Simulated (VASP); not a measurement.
A run of VASP 6.6.1:

File POSCAR:

```
Ta2C
1.0
    3.1101644563      0.0000000000      0.0000000000
   -1.5550822281      2.6934814291      0.0000000000
    0.0000000000      0.0000000000      4.9422989465
Ta C
2 1
Direct
    0.3333333333      0.6666666667      0.2535635792
    0.6666666667      0.3333333333      0.7464364208
    0.0000000000      0.0000000000      0.0000000000
```

INCAR.step1

```
SYSTEM = Ta2C
PREC     = Accurate       ! precision mode
ENCUT    = 520            ! plane-wave cutoff, eV
ISMEAR   = 0              ! smearing method
SIGMA    = 0.1            ! smearing width, eV
LREAL    = .FALSE.        ! projectors in reciprocal space
LASPH    = .TRUE.         ! aspherical terms in the spheres
NELM     = 60             ! most SCF steps
NBANDS   = 20             ! bands
GGA      = PE             ! functional
ALGO     = Normal         ! electronic algorithm
EDIFF    = 1E-4           ! SCF threshold, eV
LWAVE    = .TRUE.         ! write WAVECAR
LCHARG   = .FALSE.        ! write CHGCAR
```

The input INCAR.step2:

```
SYSTEM = Ta2C
PREC     = Accurate       ! precision mode
ENCUT    = 520            ! plane-wave cutoff, eV
EDIFF    = 1E-7           ! SCF threshold, eV
ISMEAR   = 0              ! smearing method
SIGMA    = 0.1            ! smearing width, eV
LREAL    = .FALSE.        ! projectors in reciprocal space
LASPH    = .TRUE.         ! aspherical terms in the spheres
NELM     = 60             ! most SCF steps
ALGO     = Normal         ! electronic algorithm
ISIF     = 2              ! what is computed and relaxed
LWAVE    = .FALSE.        ! write WAVECAR
LCHARG   = .FALSE.        ! write CHGCAR
METAGGA  = R2SCAN         ! meta-GGA
LMIXTAU  = .TRUE.       
NBANDS   = 20             ! bands
ISTART   = 1
```

File KPOINTS:

```
regular mesh
0
G
  18 18 8
  0 0 0
```

Potentials or basis: VASP PAW PBE potentials, release 64 (Ta_pv, C).

The run is started by

```sh
$ cat potpaw_PBE.64/Ta_pv/POTCAR potpaw_PBE.64/C/POTCAR > POTCAR
$ cp INCAR.step1 INCAR
$ mpirun -np 1 vasp_std > vasp.out
$ cp INCAR.step2 INCAR
$ mpirun -np 1 vasp_std > vasp.out
```

Hardware: 1 thread of AMD EPYC 9R45 (Zen 5), on a shared host.

Q: Estimate the wall time of this run.

A: Run time: 12 min on 1 thread of AMD EPYC 9R45 (Zen 5), on a shared host, peak memory 0.29 GiB. Counts: k points 266.
